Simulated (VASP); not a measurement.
**MgO: single point with PBEsol**

The system is MgO.

```xyz
12
Lattice="2.1351 -2.1351 0.0000 2.1351 0.0000 -2.1351 11.1387 11.1387 11.1387" Properties=species:S:1:pos:R:3 pbc="T T T"
Mg    3.2027   -1.0676   -1.0676
Mg    7.4730    7.4730    7.4730
Mg    3.2027    1.0676    1.0676
Mg    7.4730    3.2027    3.2027
Mg    3.2027    3.2027    3.2027
Mg    7.4730    5.3379    5.3379
O     5.3379    1.0676    1.0676
O     1.0676    1.0676    1.0676
O     5.3379    3.2027    3.2027
O     9.6082    5.3379    5.3379
O     9.6082    3.2027    3.2027
O     9.6082    7.4730    7.4730
```

This cell differs from its parent crystal: the distance across one plane changed.

```yaml
Program: VASP 6.6.1
Task: single point
Functional: PBEsol
Potentials_or_basis: VASP PAW PBE potentials, release 64 (Mg, O)
Cutoff: 520 eV
k_mesh: 9 × 9 × 2
Occupations: gaussian, width 0.05 eV
Spin: no spin polarisation
Dipole_correction: no
Further_INCAR_settings: ALGO = Normal; EDIFF = 1e-06; NBANDS = 36
```

| Item | Value |
| --- | --- |
| Pressure | -4.5 GPa |
| Largest force | 1.098 eV/Å |
| Band gap on the k mesh | zero (bands 24 and 25 overlap by 0.43 eV) |

Forces in eV/Å, atoms in the order of the input:
```
Mg   0.012  0.012  0.012
Mg   0.634  0.634  0.634
Mg   0.382  0.382  0.382
Mg   0.334  0.334  0.334
Mg   0.334  0.334  0.334
Mg   0.340  0.340  0.340
O   -0.332 -0.332 -0.332
O   -0.090 -0.090 -0.090
O   -0.332 -0.332 -0.332
O   -0.400 -0.400 -0.400
O   -0.337 -0.337 -0.337
O   -0.546 -0.546 -0.546
```

Stress tensor (GPa, compression positive):
```
-4.53 -0.13 -0.13
-0.13 -4.53 -0.13
-0.13 -0.13 -4.53
```

Levels at points of the mesh, in eV from the Fermi level:
```
           k point  band 21  band 22  band 23  band 24  band 25  band 26  band 27  band 28
(0.00, 0.00, 0.00)    -0.79    -0.79    -0.37     0.42     0.42     2.28     3.38     4.34
(0.00, 0.00, 0.50)    -0.79    -0.79    -0.36     0.42     0.42     2.27     3.42     4.30
```

Wall time 2.4 min on 1 thread of AMD EPYC 9R45 96-Core Processor (Zen 5) (shared host), peak memory 0.29 GiB.

Caveat: the cell differs from its parent crystal (the distance across one plane changed); the cell stands under tension; semilocal functionals underestimate gaps, and a narrow one can read as zero; the PAW data sets were made with another functional, which shifts forces and pressure a little.
